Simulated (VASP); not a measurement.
# NaI (Fm-3m) in VASP: notebook

NaI is run at these levels: r2SCAN, PBE, LDA; tasks: single point, relaxation of cell and atoms.

Program: VASP 6.6.1. These are calculated values, not measurements. Logs are shortened: lines on timing, memory, paths and dates and some standing lists are left out, and cuts for length are marked.

**1. The cell of the first run**

Symmetry: Fm-3m, No. 225, cubic system. Conventional cell: a = 6.459 Å, b = 6.459 Å, c = 6.459 Å, α = 90.00°, β = 90.00°, γ = 90.00°. Na (site symmetry m-3m) has 6 I at 3.23 Å within 4.2 Å. I (site symmetry m-3m) has 6 Na at 3.23 Å within 4.2 Å.

**2. Single point, r2SCAN**

Contents of POSCAR:

```
NaI
1.0
    0.0000000000      3.2296266398      3.2296266398
    3.2296266398      0.0000000000      3.2296266398
    3.2296266398      3.2296266398      0.0000000000
Na I
1 1
Direct
    0.0000000000      0.0000000000      0.0000000000
    0.5000000000      0.5000000000      0.5000000000
```

Contents of INCAR.step1:

```
SYSTEM = NaI
ALGO     = Normal         ! electronic algorithm
EDIFF    = 1E-4           ! SCF threshold, eV
ENCUT    = 520            ! plane-wave cutoff, eV
GGA      = PE             ! functional
ISMEAR   = -1             ! smearing method
LASPH    = .TRUE.         ! aspherical terms in the spheres
LCHARG   = .FALSE.        ! write CHGCAR
LREAL    = .FALSE.        ! projectors in reciprocal space
LWAVE    = .TRUE.         ! write WAVECAR
NBANDS   = 14             ! bands
NELM     = 80             ! most SCF steps
PREC     = Accurate       ! precision mode
SIGMA    = 0.02           ! smearing width, eV
```

Contents of INCAR.step2:

```
SYSTEM = NaI
ALGO     = Normal         ! electronic algorithm
EDIFF    = 1E-6           ! SCF threshold, eV
ENCUT    = 520            ! plane-wave cutoff, eV
ISIF     = 2              ! what is computed and relaxed
ISMEAR   = -1             ! smearing method
ISTART   = 1            
LASPH    = .TRUE.         ! aspherical terms in the spheres
LCHARG   = .TRUE.         ! write CHGCAR
LELF     = .TRUE.         ! ELF
LMIXTAU  = .TRUE.       
LREAL    = .FALSE.        ! projectors in reciprocal space
LVHAR    = .TRUE.       
LWAVE    = .FALSE.        ! write WAVECAR
METAGGA  = R2SCAN         ! meta-GGA
NBANDS   = 14             ! bands
NELM     = 80             ! most SCF steps
PREC     = Accurate       ! precision mode
SIGMA    = 0.02           ! smearing width, eV
```

Contents of KPOINTS:

```
k-points
0
G
  6 6 6
  0 0 0
```

Potentials or basis: VASP PAW PBE potentials, release 64 (Na_pv, I).

Run with:

```bash
> cat potpaw_PBE.64/Na_pv/POTCAR potpaw_PBE.64/I/POTCAR > POTCAR
> cp INCAR.step1 INCAR
> mpirun -np 1 vasp_std > vasp.out
> cp INCAR.step2 INCAR
> mpirun -np 1 vasp_std > vasp.out
```

OUTCAR:

```text
SYSTEM = NaI
   EDIFF = 1E-6
   ENCUT = 520
   ISIF = 2
   ISMEAR = -1
   ISTART = 1
   LASPH = .TRUE.
   LREAL = .FALSE.
   METAGGA = R2SCAN
   NELM = 80
   PREC = Accurate

 ion  position               nearest neighbor table
   1  0.000  0.000  0.000-
   2  0.500  0.500  0.500-

  LATTYP: Found a face centered cubic cell.
 ALAT       =     6.4592532796

  Lattice vectors:

 A1 = (   0.0000000000,   3.2296266398,   3.2296266398)
 A2 = (   3.2296266398,   0.0000000000,   3.2296266398)
 A3 = (   3.2296266398,   3.2296266398,   0.0000000000)

Analysis of symmetry for initial positions (statically):
=====================================================================
 Subroutine PRICEL returns:
 Original cell was already a primitive cell.

 Routine SETGRP: Setting up the symmetry group for a
 face centered cubic supercell.

 Subroutine GETGRP returns: Found 48 space group operations
 (whereof 48 operations were pure point group operations)
 out of a pool of 48 trial point group operations.

The static configuration has the point symmetry O_h .

Analysis of symmetry for dynamics (positions and initial velocities):
=====================================================================
 Subroutine PRICEL returns:
 Original cell was already a primitive cell.

 Routine SETGRP: Setting up the symmetry group for a
 face centered cubic supercell.

 Subroutine GETGRP returns: Found 48 space group operations
 (whereof 48 operations were pure point group operations)
 out of a pool of 48 trial point group operations.

The dynamic configuration has the point symmetry O_h .

 Subroutine INISYM returns: Found 48 space group operations
 (whereof 48 operations are pure point group operations),
 and found     1 'primitive' translations

----------------------------------------------------------------------------------------

                                     Primitive cell

  volume of cell :      67.3732

  direct lattice vectors                    reciprocal lattice vectors
     0.000000000  3.229626640  3.229626640    -0.154816657  0.154816657  0.154816657
     3.229626640  0.000000000  3.229626640     0.154816657 -0.154816657  0.154816657
     3.229626640  3.229626640  0.000000000     0.154816657  0.154816657 -0.154816657

  length of vectors
     4.567381795  4.567381795  4.567381795     0.268150316  0.268150316  0.268150316

  position of ions in fractional coordinates (direct lattice)
     0.000000000  0.000000000  0.000000000
     0.500000000  0.500000000  0.500000000

  ion indices of the primitive-cell ions
   primitive index   ion index
                 1           1
                 2           2

----------------------------------------------------------------------------------------

 KPOINTS: k-points

Automatic generation of k-mesh.
 Grid dimensions read from file:
 generate k-points for:    6    6    6

 Generating k-lattice:

  Cartesian coordinates                     Fractional coordinates (reciprocal lattice)
    -0.025802776  0.025802776  0.025802776     0.166666667  0.000000000  0.000000000
     0.025802776 -0.025802776  0.025802776     0.000000000  0.166666667  0.000000000
     0.025802776  0.025802776 -0.025802776     0.000000000  0.000000000  0.166666667

  Length of vectors
     0.044691719  0.044691719  0.044691719

  Shift w.r.t. Gamma in fractional coordinates (k-lattice)
     0.000000000  0.000000000  0.000000000

 Subroutine IBZKPT returns following result:
 ===========================================

 Found     16 irreducible k-points:

 Following reciprocal coordinates:
            Coordinates               Weight
  0.000000  0.000000  0.000000      1.000000
  0.166667  0.000000  0.000000      8.000000
  0.333333  0.000000  0.000000      8.000000
  0.500000  0.000000  0.000000      4.000000
  0.166667  0.166667  0.000000      6.000000
  0.333333  0.166667  0.000000     24.000000
[... 8 lines left out ...]
 -0.333333  0.333333  0.166667     24.000000
 -0.333333  0.500000  0.166667     12.000000
   k-points           NKPTS =     16   k-points in BZ     NKDIM =     16   number of bands    NBANDS=     14
   number of dos      NEDOS =    301   number of ions     NIONS =      2
   total plane-waves  NPLWV =  46656
   dimension x,y,z NGX =    36 NGY =   36 NGZ =   36
   dimension x,y,z NGXF=    72 NGYF=   72 NGZF=   72
   ions per type =               1   1
   NGX,Y,Z   is equivalent  to a cutoff of  13.10, 13.10, 13.10 a.u.
   NGXF,Y,Z  is equivalent  to a cutoff of  26.21, 26.21, 26.21 a.u.
 SYSTEM =  NaI
   PREC   = accura    normal or accurate (medium, high low for compatibility)
   ISTART =      1    job   : 0-new  1-cont  2-samecut
   ICHARG =      0    charge: 1-file 2-atom 10-const
   ISPIN  =      1    spin polarized calculation?
   LNONCOLLINEAR =      F non collinear calculations
   LSORBIT =      F    spin-orbit coupling
   LASPH  =      T    aspherical Exc in radial PAW
   ENCUT  =  520.0 eV  38.22 Ry    6.18 a.u.   8.49  8.49  8.49*2*pi/ulx,y,z
   NELM   =     80;   NELMIN=  2; NELMDL=  0     # of ELM steps
   EDIFF  = 0.1E-05   stopping-criterion for ELM
   LREAL  =      F    real-space projection
   EDIFFG = 0.1E-04   stopping-criterion for IOM
   NSW    =      0    number of steps for IOM
   IBRION =     -1    ionic relax: 0-MD 1-quasi-New 2-CG
   NFREE  =      0    steps in history (QN), initial steepest desc. (CG)
   ISIF   =      2    stress and relaxation
   ISYM   =      2    0-nonsym 1-usesym 2-fastsym
   POTIM  = 0.5000    time-step for ionic-motion
   TEBEG  =    0.0;   TEEND  =   0.0 temperature during run
   PSTRESS=    0.0 pullay stress
   NELECT =      14.0000    total number of electrons
   NUPDOWN=      -1.0000    fix difference up-down
   EMIN   =  10.00;   EMAX   =-10.00  energy-range for DOS
   EFERMI =   0.00;   METHOD = LEGACY
   ISMEAR =    -1;   SIGMA  =   0.02  broadening in eV -4-tet -1-fermi 0-gaus
   EFERMI_NEDOS =   21; number of points for ismear=-14 and -15
   IALGO  =     38    algorithm
   IMIX   =      4    mixing-type and parameters
     AMIX     =   0.40;   BMIX     =  1.00
     AMIX_MAG =   1.60;   BMIX_MAG =  1.00
  volume/ion in A,a.u.               =      33.69       227.33
  Fermi-wavevector in a.u.,A,eV,Ry     =   0.969665  1.832402 12.792889  0.940251
  Thomas-Fermi vector in A             =   2.099737
   LORBIT       =      0    0 simple, 1 ext, 2 COOP (PROOUT), +10 PAW based schemes
   METAGGA = R2SCAN    functional components
   LHFCALC =     F    Hartree Fock is set to
   AEXX    =    0.0000 exact exchange contribution
   IVDW    =     0    specifies the selected vdW correction
   LEPSILON=     F    determine dielectric tensor
   LRPA    =     F    only Hartree local field effects (RPA)
 non-spin polarized calculation
  energy-cutoff  :      520.00
  volume of cell :       67.37
 maximum number of plane-waves:      1837
 NGX is ok and might be reduce to    36
   NGX = 17   NGY = 17   NGZ = 17

 number of electron      13.9999994 magnetization

 Free energy of the ion-electron system (eV)
  ---------------------------------------------------
  ext. energy  EPLUGINS =         0.00000000
  ---------------------------------------------------
  free energy    TOTEN  =       -31.08576387 eV

  energy without entropy =      -31.08576387  energy(sigma->0) =      -31.08576387

 E-fermi :   1.0261     XC(G=0):  -8.0955

 val. band max:        0.5240823860   @ k =   0.0000   0.0000   0.0000
 cond. band min:       4.9822759588   @ k =   0.0000   0.0000   0.0000
 fundamental gap:      4.4581935728
 Fermi energy:         1.0261046999

 k-point     1 :       0.0000    0.0000    0.0000
  band No.  band energies     occupation
      1     -22.7206      2.00000
      2     -22.7203      2.00000
      3     -22.7203      2.00000
      4     -10.8382      2.00000
      5       0.5241      2.00000
      6       0.5241      2.00000
      7       0.5241      2.00000
      8       4.9823      0.00000
      9       8.9986      0.00000
     10       8.9987      0.00000
     11       8.9987      0.00000
     12      10.8606      0.00000
     13      10.8606      0.00000
     14      11.6467      0.00000

 k-point     2 :       0.1667    0.0000    0.0000
  band No.  band energies     occupation
      1     -22.7217      2.00000
      2     -22.7207      2.00000
      3     -22.7204      2.00000
      4     -10.7583      2.00000
      5      -0.1924      2.00000
      6       0.4437      2.00000
      7       0.4437      2.00000
      8       5.7656      0.00000
      9       8.5444      0.00000
     10       9.2195      0.00000
     11       9.2195      0.00000
     12      10.4111      0.00000
     13      10.4111      0.00000
     14      12.2617      0.00000

 k-point     3 :       0.3333    0.0000    0.0000
  band No.  band energies     occupation
      1     -22.7243      2.00000
      2     -22.7208      2.00000
      3     -22.7205      2.00000
      4     -10.5889      2.00000
      5      -1.2466      2.00000
      6       0.2934      2.00000
      7       0.2934      2.00000
      8       6.2841      0.00000
      9       8.8511      0.00000
     10       8.8512      0.00000
     11       9.3558      0.00000
     12      11.4830      0.00000
     13      11.4831      0.00000
     14      11.5547      0.00000

 k-point     4 :       0.5000    0.0000    0.0000
  band No.  band energies     occupation
      1     -22.7256      2.00000
      2     -22.7209      2.00000
      3     -22.7206      2.00000
      4     -10.4985      2.00000
      5      -1.6836      2.00000
      6       0.2228      2.00000
      7       0.2229      2.00000
      8       6.2195      0.00000
      9       8.5993      0.00000
     10       8.5995      0.00000
     11      10.3503      0.00000
     12      11.5994      0.00000
     13      13.4960      0.00000
     14      13.4961      0.00000

 k-point     5 :       0.1667    0.1667    0.0000
  band No.  band energies     occupation
      1     -22.7216      2.00000
      2     -22.7209      2.00000
      3     -22.7207      2.00000
      4     -10.7332      2.00000
      5      -0.1848      2.00000
      6       0.3056      2.00000
      7       0.3056      2.00000
      8       6.0630      0.00000
      9       7.9688      0.00000
     10       9.2568      0.00000
     11       9.6761      0.00000
[... 140 lines left out ...]
 k-point    14 :       0.5000    0.3333    0.1667
  band No.  band energies     occupation
      1     -22.7240      2.00000
      2     -22.7221      2.00000
      3     -22.7211      2.00000
      4     -10.4858      2.00000
      5      -1.1769      2.00000
      6      -0.4146      2.00000
      7      -0.0012      2.00000
      8       7.2152      0.00000
      9       7.7885      0.00000
     10       8.1984      0.00000
     11      10.3043      0.00000
     12      11.3675      0.00000
     13      13.5465      0.00000
     14      14.2392      0.00000

 k-point    15 :      -0.3333    0.3333    0.1667
  band No.  band energies     occupation
      1     -22.7240      2.00000
      2     -22.7226      2.00000
      3     -22.7215      2.00000
      4     -10.4286      2.00000
      5      -1.2217      2.00000
      6      -0.6781      2.00000
      7      -0.1387      2.00000
      8       7.2803      0.00000
      9       7.7909      0.00000
     10       9.0441      0.00000
     11       9.7413      0.00000
     12      11.7352      0.00000
     13      13.2612      0.00000
     14      14.2140      0.00000

 k-point    16 :      -0.3333    0.5000    0.1667
  band No.  band energies     occupation
      1     -22.7237      2.00000
      2     -22.7226      2.00000
      3     -22.7222      2.00000
      4     -10.4067      2.00000
      5      -1.1903      2.00000
      6      -0.6108      2.00000
      7      -0.3730      2.00000
      8       6.6275      0.00000
      9       7.5339      0.00000
     10       9.7745      0.00000
     11       9.9309      0.00000
     12      13.1527      0.00000
     13      13.9189      0.00000
     14      13.9622      0.00000

------------------------ aborting loop because EDIFF is reached ----------------------------------------

  FORCE on cell =-STRESS in cart. coord.  units (eV):
  Direction    XX          YY          ZZ          XY          YZ          ZX
  --------------------------------------------------------------------------------------
  -------------------------------------------------------------------------------------
  Total       -0.0308967     -0.0308967     -0.0308967      0.0000000      0.0000000      0.0000000
  in kB       -0.7347442     -0.7347442     -0.7347442      0.0000000      0.0000000      0.0000000
  external PRESSURE =      -0.7347442 kB  Pullay stress =       0.0000000 kB

 VOLUME and BASIS-vectors are now :
 -----------------------------------------------------------------------------
  energy-cutoff  :      520.00
  volume of cell :       67.37
      direct lattice vectors                 reciprocal lattice vectors
     0.000000000  3.229626640  3.229626640    -0.154816657  0.154816657  0.154816657
     3.229626640  0.000000000  3.229626640     0.154816657 -0.154816657  0.154816657
     3.229626640  3.229626640  0.000000000     0.154816657  0.154816657 -0.154816657

 POSITION                                       TOTAL-FORCE (eV/Angst)
 -----------------------------------------------------------------------------------
      0.00000      0.00000      0.00000        -0.000000      0.000000     -0.000000
      3.22963      3.22963      3.22963         0.000000      0.000000      0.000000
 -----------------------------------------------------------------------------------
    total drift:                                0.000000      0.000000      0.000000

  FREE ENERGIE OF THE ION-ELECTRON SYSTEM (eV)
  ---------------------------------------------------
  free  energy   TOTEN  =       -31.0857638651 eV

  energy  without entropy=      -31.0857638651  energy(sigma->0) =      -31.08576387
```

It took 1.8 min on 1 thread of Intel Xeon 8259CL, shared host; peak memory 0.21 GiB.

Results:

* Free energy: -31.0858 eV
* Pressure: -0.1 GPa
* Band gap on the k mesh: 4.46 eV

Caveat: the PAW data sets were made with another functional, which shifts forces and pressure a little; spin-orbit coupling is left out, which moves the levels of the heavy elements. r2SCAN opens gaps a little over a GGA but as a rule still falls short of measured ones.

[end of part 1 of 3]
